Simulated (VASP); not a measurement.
The system is Ge.

```
CELL_PARAMETERS angstrom
0.00000 2.82891 2.82891
2.82891 0.00000 2.82891
2.82891 2.82891 0.00000
ATOMIC_POSITIONS crystal
Ge 0.00000 0.00000 0.00000
Ge 0.25000 0.25000 0.25000
```

- Program: VASP 6.6.1
- Task: relaxation of cell and atoms
- Functional: PBE
- Potentials or basis: VASP PAW PBE potentials, release 64 (Ge_d)
- Cutoff: 600 eV
- k mesh: 8 × 8 × 8
- Occupations: fermi-dirac, width 0.02 eV
- Spin: no spin polarisation

At the start: pressure 3.5 GPa; volume 22.64 Å³/atom.

Problem. Where does the relaxation end?

Solution. Over 5 steps the energy falls by 13.5 meV/atom and the volume is 23.85 Å³/atom (+5.3 %); space group Fd-3m (No. 227, to 0.1 Å) before and after.

Step by step:
```
step  energy change (eV)  largest force (eV/Å)  pressure (GPa)  volume (Å³)
   1              0.0000                0.0000            3.54        45.28
   2             -0.0245                0.0000           -1.09        48.63
   3             -0.0270                0.0000           -0.26        47.80
   4             -0.0269                0.0000            0.23        47.61
   5             -0.0270                0.0000            0.01        47.70
```

Final structure:
```yaml
crystal:
  lattice:
    - [0.00000, 2.87842, 2.87842]
    - [2.87842, 0.00000, 2.87842]
    - [2.87842, 2.87842, 0.00000]
  atoms:
    - { symbol: Ge, position: [0.00000, 0.00000, 0.00000] }
    - { symbol: Ge, position: [0.25000, 0.25000, 0.25000] }
```
